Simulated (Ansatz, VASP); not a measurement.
## Two plane-wave programs on Zn2N

```
Zn N
1.0
     3.12329    0.00000    0.00000
     0.00000    3.12329    0.00000
     0.00000    0.00000    3.95437
Zn N
2 1
Direct
  0.00000 0.00000 0.00000
  0.50000 0.50000 0.50000
  0.50000 0.50000 0.00000
```

Alike in both runs: functional PBE; k mesh 6 × 6 × 4; occupations gaussian, width 0.1 eV; no spin polarisation.

Ansatz relaxed the structure, and its values are those at the end. VASP's run is a single point on that final structure, the one shown.

```csv
,VASP,Ansatz
version,VASP 6.6.1,Ansatz 0.2.0
potentials or method,"VASP PAW PBE potentials, release 64 (Zn, N), cutoff 520 eV","scalar-relativistic, plane waves, PAW"
valence electrons in the cell,29,29
```

Ansatz gave:

| Item | Value |
| --- | --- |
| gap on the k mesh at the Fermi level (eV) | none |
| pressure (GPa) | 0.0 |

Task: Which values does VASP return?

Result: gap on the k mesh at the Fermi level (eV): none; pressure (GPa): 0.7.

A gap of «none» marks a metal or a gap that the smearing closes.

The k mesh is coarse, so the values compare programs but aren't converged.
